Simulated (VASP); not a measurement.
# CdI (Pm-3m) in VASP: notebook

CdI is run at these levels: PBE; tasks: single point, relaxation of cell and atoms.

Everything below comes from runs of VASP 6.6.1. Logs are shortened: lines on timing, memory, paths and dates and some standing lists are left out, and cuts for length are marked.

### Step 1. The cell of the first run

Symmetry: Pm-3m, No. 221, cubic system. The conventional cell has a = 4.084 Å, b = 4.084 Å, c = 4.084 Å, α = 90.00°, β = 90.00°, γ = 90.00°. Cd (site symmetry m-3m) has 8 I at 3.54 Å and 6 Cd at 4.08 Å within 4.6 Å. Within 4.6 Å of I (site symmetry m-3m) lie 8 Cd at 3.54 Å and 6 I at 4.08 Å.

### Step 2. Single point, PBE

The input, INCAR:

```
ALGO = Normal
EDIFF = 1E-6
ENCUT = 520
GGA = PE
ISIF = 2
ISMEAR = 0
LASPH = T
LCHARG = F
LREAL = F
LWAVE = F
NBANDS = 16
NELM = 60
PREC = Accurate
SIGMA = 0.1
```

The input, KPOINTS:

```
k-points
0
Gamma
  4 4 4
```

The input, POSCAR:

```
CdI
1.0
    4.0844652292      0.0000000000      0.0000000000
    0.0000000000      4.0844652292      0.0000000000
    0.0000000000      0.0000000000      4.0844652292
Cd I
1 1
Direct
    0.0000000000      0.0000000000      0.0000000000
    0.5000000000      0.5000000000      0.5000000000
```

Potentials or basis: VASP PAW PBE potentials, release 64 (Cd, I).

On the command line:

```sh
> cat potpaw_PBE.64/Cd/POTCAR potpaw_PBE.64/I/POTCAR > POTCAR
> mpirun -np 1 vasp_std > vasp.out
```

OUTCAR:

```text
EDIFF = 1E-6
   ENCUT = 520
   GGA = PE
   ISIF = 2
   ISMEAR = 0
   LASPH = T
   LREAL = F
   NELM = 60
   PREC = Accurate

 ion  position               nearest neighbor table
   1  0.000  0.000  0.000-   2 3.54   2 3.54   2 3.54   2 3.54   2 3.54   2 3.54   2 3.54   2 3.54

   2  0.500  0.500  0.500-   1 3.54   1 3.54   1 3.54   1 3.54   1 3.54   1 3.54   1 3.54   1 3.54

  LATTYP: Found a simple cubic cell.
 ALAT       =     4.0844652292

  Lattice vectors:

 A1 = (   4.0844652292,   0.0000000000,   0.0000000000)
 A2 = (   0.0000000000,   4.0844652292,   0.0000000000)
 A3 = (   0.0000000000,   0.0000000000,   4.0844652292)

Analysis of symmetry for initial positions (statically):
=====================================================================
 Subroutine PRICEL returns:
 Original cell was already a primitive cell.

 Routine SETGRP: Setting up the symmetry group for a
 simple cubic supercell.

 Subroutine GETGRP returns: Found 48 space group operations
 (whereof 48 operations were pure point group operations)
 out of a pool of 48 trial point group operations.

The static configuration has the point symmetry O_h .

Analysis of symmetry for dynamics (positions and initial velocities):
=====================================================================
 Subroutine PRICEL returns:
 Original cell was already a primitive cell.

 Routine SETGRP: Setting up the symmetry group for a
 simple cubic supercell.

 Subroutine GETGRP returns: Found 48 space group operations
 (whereof 48 operations were pure point group operations)
 out of a pool of 48 trial point group operations.

The dynamic configuration has the point symmetry O_h .

 Subroutine INISYM returns: Found 48 space group operations
 (whereof 48 operations are pure point group operations),
 and found     1 'primitive' translations

----------------------------------------------------------------------------------------

                                     Primitive cell

  volume of cell :      68.1405

  direct lattice vectors                    reciprocal lattice vectors
     4.084465229  0.000000000  0.000000000     0.244830093  0.000000000  0.000000000
     0.000000000  4.084465229  0.000000000     0.000000000  0.244830093  0.000000000
     0.000000000  0.000000000  4.084465229     0.000000000  0.000000000  0.244830093

  length of vectors
[... 63 lines left out ...]
   LSORBIT =      F    spin-orbit coupling
   LASPH  =      T    aspherical Exc in radial PAW
   ENCUT  =  520.0 eV  38.22 Ry    6.18 a.u.   7.59  7.59  7.59*2*pi/ulx,y,z
   NELM   =     60;   NELMIN=  2; NELMDL= -5     # of ELM steps
   EDIFF  = 0.1E-05   stopping-criterion for ELM
   LREAL  =      F    real-space projection
   EDIFFG = 0.1E-04   stopping-criterion for IOM
   NSW    =      0    number of steps for IOM
   IBRION =     -1    ionic relax: 0-MD 1-quasi-New 2-CG
   NFREE  =      0    steps in history (QN), initial steepest desc. (CG)
   ISIF   =      2    stress and relaxation
   ISYM   =      2    0-nonsym 1-usesym 2-fastsym
   POTIM  = 0.5000    time-step for ionic-motion
   TEBEG  =    0.0;   TEEND  =   0.0 temperature during run
   PSTRESS=    0.0 pullay stress
   NELECT =      19.0000    total number of electrons
   NUPDOWN=      -1.0000    fix difference up-down
   EMIN   =  10.00;   EMAX   =-10.00  energy-range for DOS
   EFERMI =   0.00;   METHOD = LEGACY
   ISMEAR =     0;   SIGMA  =   0.10  broadening in eV -4-tet -1-fermi 0-gaus
   EFERMI_NEDOS =   21; number of points for ismear=-14 and -15
   IALGO  =     38    algorithm
   IMIX   =      4    mixing-type and parameters
     AMIX     =   0.40;   BMIX     =  1.00
     AMIX_MAG =   1.60;   BMIX_MAG =  1.00
  volume/ion in A,a.u.               =      34.07       229.92
  Fermi-wavevector in a.u.,A,eV,Ry     =   1.069525  2.021109 15.563475  1.143883
  Thomas-Fermi vector in A             =   2.205207
   LORBIT       =      0    0 simple, 1 ext, 2 COOP (PROOUT), +10 PAW based schemes
   GGA     = PE    functional components
   LHFCALC =     F    Hartree Fock is set to
   AEXX    =    0.0000 exact exchange contribution
   IVDW    =     0    specifies the selected vdW correction
   LEPSILON=     F    determine dielectric tensor
   LRPA    =     F    only Hartree local field effects (RPA)
 non-spin polarized calculation
 Gauss-broadening in eV      SIGMA  =   0.10
  energy-cutoff  :      520.00
  volume of cell :       68.14
 maximum number of plane-waves:      1856
   NGX = 15   NGY = 15   NGZ = 15

 number of electron      18.9999993 magnetization

 Free energy of the ion-electron system (eV)
  ---------------------------------------------------
  ext. energy  EPLUGINS =         0.00000000
  ---------------------------------------------------
  free energy    TOTEN  =        -2.32969886 eV

  energy without entropy =       -2.31718644  energy(sigma->0) =       -2.32344265

 E-fermi :   2.6748     XC(G=0):  -8.9704

 val. band max:        2.5440915725   @ k =   0.5000   0.2500   0.2500
 cond. band min:       2.7003166626   @ k =   0.5000   0.2500   0.0000
 fundamental gap:      0.1562250901
 Fermi energy:         2.6748361727

 k-point     1 :       0.0000    0.0000    0.0000
  band No.  band energies     occupation
      1     -10.2099      2.00000
      2      -5.4293      2.00000
      3      -5.4293      2.00000
      4      -5.2930      2.00000
      5      -5.2930      2.00000
      6      -5.2930      2.00000
[... 167 lines left out ...]
      3      -5.4620      2.00000
      4      -5.4620      2.00000
      5      -5.2315      2.00000
      6      -5.2315      2.00000
[... 8 lines left out ...]
     15      15.4465      0.00000
     16      15.4465      0.00000

------------------------ aborting loop because EDIFF is reached ----------------------------------------

  FORCE on cell =-STRESS in cart. coord.  units (eV):
  Direction    XX          YY          ZZ          XY          YZ          ZX
  --------------------------------------------------------------------------------------
  -------------------------------------------------------------------------------------
  Total       -0.4833549     -0.4833549     -0.4833549      0.0000000      0.0000000     -0.0000000
  in kB      -11.3650429    -11.3650429    -11.3650429      0.0000000      0.0000000     -0.0000000
  external PRESSURE =     -11.3650429 kB  Pullay stress =       0.0000000 kB

 VOLUME and BASIS-vectors are now :
 -----------------------------------------------------------------------------
  energy-cutoff  :      520.00
  volume of cell :       68.14
      direct lattice vectors                 reciprocal lattice vectors
     4.084465229  0.000000000  0.000000000     0.244830093  0.000000000  0.000000000
     0.000000000  4.084465229  0.000000000     0.000000000  0.244830093  0.000000000
     0.000000000  0.000000000  4.084465229     0.000000000  0.000000000  0.244830093

 POSITION                                       TOTAL-FORCE (eV/Angst)
 -----------------------------------------------------------------------------------
      0.00000      0.00000      0.00000         0.000000      0.000000      0.000000
      2.04223      2.04223      2.04223         0.000000      0.000000      0.000000
 -----------------------------------------------------------------------------------
    total drift:                                0.000000     -0.000000     -0.000000

  FREE ENERGIE OF THE ION-ELECTRON SYSTEM (eV)
  ---------------------------------------------------
  free  energy   TOTEN  =        -2.3296988625 eV

  energy  without entropy=       -2.3171864405  energy(sigma->0) =       -2.32344265
```

stdout:

```text
POSCAR found type information on POSCAR CdI
 POSCAR found :  2 types and       2 ions
 scaLAPACK will be used
 LDA part: xc-table for (Slater+PW92), standard interpolation
 POSCAR, INCAR and KPOINTS ok, starting setup
 FFT: planning ... GRIDC
 FFT: planning ... GRID_SOFT
 FFT: planning ... GRID
 WAVECAR not read
 entering main loop
```

It took 4.8 s on 1 thread of Intel Xeon 6975P-C (Granite Rapids), shared host; peak memory 0.16 GiB.

What came out:

```
Free energy            : -2.3297 eV
Pressure               : -1.1 GPa
Band gap on the k mesh : zero (an odd number of electrons rules out a gap without spin polarisation)
```

Levels at points of the mesh, in eV from the Fermi level:
```tsv
k point	band 5	band 6	band 7	band 8	band 9	band 10	band 11	band 12	band 13	band 14
(0.00, 0.00, 0.00)	-7.97	-7.97	-2.14	-1.82	-1.82	-1.82	5.10	5.10	7.45	7.45
(0.50, 0.00, 0.00)	-8.01	-7.96	-4.98	-1.23	-1.23	1.51	2.07	5.17	5.17	6.05
(0.50, 0.50, 0.00)	-7.95	-7.91	-3.75	-3.75	-1.55	-1.07	5.22	5.22	6.35	7.14
(0.50, 0.50, 0.50)	-7.91	-7.91	-2.73	-2.73	-2.73	0.08	1.65	1.65	1.65	12.77
```

Caveat: the k points lie up to 0.38 Å⁻¹ apart, too coarse for converged energies and pressures of a metal; spin-orbit coupling is left out, which moves the levels of the heavy elements; an odd number of electrons without spin polarisation forces a metal; a magnetic or distorted state may lie lower.

### Step 3. Single point, PBE

This run uses another cell than the first one, of 31.33 Å³/atom.

The input, INCAR:

```
ALGO = Normal
EDIFF = 1E-6
ENCUT = 520
GGA = PE
ISIF = 2
ISMEAR = 0
LASPH = True
LCHARG = False
LREAL = False
LWAVE = False
NBANDS = 16
NELM = 80
PREC = Accurate
SIGMA = 0.1
```

The input, KPOINTS:

```
k-points
0
Gamma
  14 14 14
```

The input, POSCAR:

```
CdI
1.0
    3.9717134583      0.0000000000      0.0000000000
    0.0000000000      3.9717134583      0.0000000000
    0.0000000000      0.0000000000      3.9717134583
Cd I
1 1
Direct
    0.0000000000      0.0000000000      0.0000000000
    0.5000000000      0.5000000000      0.5000000000
```

Potentials or basis: VASP PAW PBE potentials, release 64 (Cd, I).

On the command line:

```sh
> cat potpaw_PBE.64/Cd/POTCAR potpaw_PBE.64/I/POTCAR > POTCAR
> mpirun -np 1 vasp_std > vasp.out
```

It took 39 s on 1 thread of Intel Xeon 6975P-C (Granite Rapids), shared host; peak memory 0.26 GiB.

Results (log left out):

| Property | Result |
| --- | --- |
| Free energy | -2.4336 eV |
| Pressure | 0.0 GPa |
| Band gap on the k mesh | zero (an odd number of electrons rules out a gap without spin polarisation) |

Levels at points of the mesh, in eV from the Fermi level:
```csv
k point,band 6,band 7,band 8,band 9,band 10,band 11,band 12,band 13,band 14,band 15
"(0.00, 0.00, 0.00)",-8.18,-2.31,-2.20,-2.20,-2.20,4.76,4.76,7.70,7.70,7.70
"(0.50, 0.00, 0.00)",-8.17,-5.65,-1.48,-1.48,1.64,1.89,5.01,5.01,5.68,8.42
"(0.50, 0.50, 0.00)",-8.10,-4.40,-4.40,-1.86,-1.32,5.27,5.27,6.23,7.24,8.34
"(0.50, 0.50, 0.50)",-8.10,-3.17,-3.17,-3.17,0.04,1.21,1.21,1.21,13.30,13.30
```

Caveat: spin-orbit coupling is left out, which moves the levels of the heavy elements; an odd number of electrons without spin polarisation forces a metal; a magnetic or distorted state may lie lower.

### Step 4. Relaxation of cell and atoms, PBE

This run uses another cell than the first one, of 31.33 Å³/atom.

The input, INCAR:

```
PREC = Accurate
ENCUT = 600
EDIFF = 1E-6
ISMEAR = 0
SIGMA = 0.1
LREAL = F
LASPH = T
NELM = 80
ALGO = Normal
ISIF = 3
LWAVE = F
LCHARG = F
GGA = PE
IBRION = 2
NSW = 100
EDIFFG = -0.01
```

The input, KPOINTS:

```
Automatic mesh
0
Gamma
  14 14 14
```

POSCAR is that of step 3.

On the command line:

```sh
> cat potpaw_PBE.64/Cd/POTCAR potpaw_PBE.64/I/POTCAR > POTCAR
> mpirun -np 1 vasp_std > vasp.out
```

Run time: 29 s. Hardware: 1 thread of Intel Xeon 6975P-C (Granite Rapids), shared host; peak memory 0.28 GiB.

Results (log left out):

| Item | Value |
| --- | --- |
| Free energy | -2.4331 eV |
| Pressure after relaxing | 0.0 GPa |
| Band gap on the k mesh | zero (an odd number of electrons rules out a gap without spin polarisation) |

Final structure:
```
CELL_PARAMETERS angstrom
3.97171 0.00000 0.00000
0.00000 3.97171 0.00000
0.00000 0.00000 3.97171
ATOMIC_POSITIONS crystal
Cd 0.00000 0.00000 0.00000
I 0.50000 0.50000 0.50000
```

Levels at points of the mesh, in eV from the Fermi level:
```tsv
k point	band 7	band 8	band 9	band 10	band 11	band 12	band 13
(0.00, 0.00, 0.00)	-2.31	-2.20	-2.20	-2.20	4.76	4.76	7.70
(0.50, 0.00, 0.00)	-5.65	-1.48	-1.48	1.64	1.89	5.01	5.01
(0.50, 0.50, 0.00)	-4.40	-4.40	-1.86	-1.32	5.27	5.27	6.23
(0.50, 0.50, 0.50)	-3.17	-3.17	-3.17	0.04	1.21	1.21	1.21
```

Caveat: the relaxation stopped at its first step, so nothing moved; spin-orbit coupling is left out, which moves the levels of the heavy elements; an odd number of electrons without spin polarisation forces a metal; a magnetic or distorted state may lie lower.

### Step 5. Relaxation of cell and atoms, PBE

The input, INCAR:

```
SYSTEM = CdI
  ALGO = Normal
  EDIFF = 1E-6
  EDIFFG = -0.01
  ENCUT = 600
  GGA = PE
  IBRION = 2
  ISIF = 3
  ISMEAR = 0
  LASPH = .TRUE.
  LCHARG = .FALSE.
  LREAL = .FALSE.
  LWAVE = .FALSE.
  NELM = 100
  NSW = 100
  PREC = Accurate
  SIGMA = 0.1
```

The input, KPOINTS:

```
k-points
0
G
  14 14 14
  0 0 0
```

The input, POSCAR:

```
CdI
1.0
    4.0844652292      0.0000000000      0.0000000000
    0.0000000000      4.0844652292      0.0000000000
    0.0000000000      0.0000000000      4.0844652292
Cd I
1 1
Direct
    0.0000000000      0.0000000000      0.0000000000
    0.5000000000      0.5000000000      0.5000000000
```

On the command line:

```sh
> cat potpaw_PBE.64/Cd/POTCAR potpaw_PBE.64/I/POTCAR > POTCAR
> mpirun -np 1 vasp_std > vasp.out
```

Run time: 1.9 min. Hardware: 1 thread of Intel Xeon 6975P-C (Granite Rapids), shared host; peak memory 0.32 GiB.

The run converged. Its results:

| Quantity | Value |
| --- | --- |
| Free energy | -2.4345 eV |
| Relaxed volume | 31.34 Å³/atom |
| Relaxed cell | a = 3.972 Å, b = 3.972 Å, c = 3.972 Å, α = 90.00°, β = 90.00°, γ = 90.00° |
| Space group after relaxing (to 0.1 Å) | Pm-3m (No. 221) |
| Energy gained by relaxing | 16.0 meV/atom |
| Ionic steps | 4 |
| Pressure after relaxing | 0.0 GPa |
| Band gap on the k mesh | zero (an odd number of electrons rules out a gap without spin polarisation) |

The path:
```tsv
step	energy change (eV)	largest force (eV/Å)	pressure (GPa)	volume (Å³)
1	0.0000	0.0000	-1.71	68.14
2	-0.0276	0.0000	-0.71	64.61
3	-0.0320	0.0000	-0.07	62.87
4	-0.0320	0.0000	0.02	62.69
```

Final structure:
```yaml
crystal:
  lattice:
    - [3.97242, 0.00000, 0.00000]
    - [0.00000, 3.97242, 0.00000]
    - [0.00000, 0.00000, 3.97242]
  atoms:
    - { symbol: Cd, position: [0.00000, 0.00000, 0.00000] }
    - { symbol: I, position: [0.50000, 0.50000, 0.50000] }
```

Levels at points of the mesh, in eV from the Fermi level:
| k point | band 6 | band 7 | band 8 | band 9 | band 10 | band 11 | band 12 | band 13 |
| --- | --- | --- | --- | --- | --- | --- | --- | --- |
| (0.00, 0.00, 0.00) | -8.18 | -2.31 | -2.19 | -2.19 | -2.19 | 4.76 | 4.76 | 7.70 |
| (0.50, 0.00, 0.00) | -8.17 | -5.65 | -1.48 | -1.48 | 1.63 | 1.89 | 5.01 | 5.01 |
| (0.50, 0.50, 0.00) | -8.10 | -4.39 | -4.39 | -1.86 | -1.32 | 5.27 | 5.27 | 6.23 |
| (0.50, 0.50, 0.50) | -8.10 | -3.17 | -3.17 | -3.17 | 0.04 | 1.21 | 1.21 | 1.21 |

Caveat: spin-orbit coupling is left out, which moves the levels of the heavy elements; an odd number of electrons without spin polarisation forces a metal; a magnetic or distorted state may lie lower.

### Step 6. The runs side by side

```tsv
task	cell	k mesh	cutoff (eV)	gap on the mesh (eV)	pressure (GPa)
single point	a = 4.084 Å, 2 atoms	4 × 4 × 4	520	none	-1.1
single point	a = 3.972 Å, 2 atoms	14 × 14 × 14	520	none	0.0
relaxation of cell and atoms	relaxed from a = 3.972 Å, 2 atoms	14 × 14 × 14	600	none	0.0
relaxation of cell and atoms	relaxed from a = 4.084 Å, 2 atoms	14 × 14 × 14	600	none	0.0
```

Alike in all rows: level PBE; potentials or basis VASP PAW PBE potentials, release 64 (Cd, I); no spin polarisation; smearing gaussian 0.1 eV.

Caveats: some runs use coarse meshes; spin-orbit coupling is left out, which moves the levels of the heavy elements; an odd number of electrons without spin polarisation forces a metal; a magnetic or distorted state may lie lower; the relaxation stopped at its first step, so nothing moved (at least some runs).

Total energies depend on the potentials used, so only differences within one code and one set of settings carry meaning.

The gap in the log of VASP goes by the Fermi energy; the results here count the filled bands.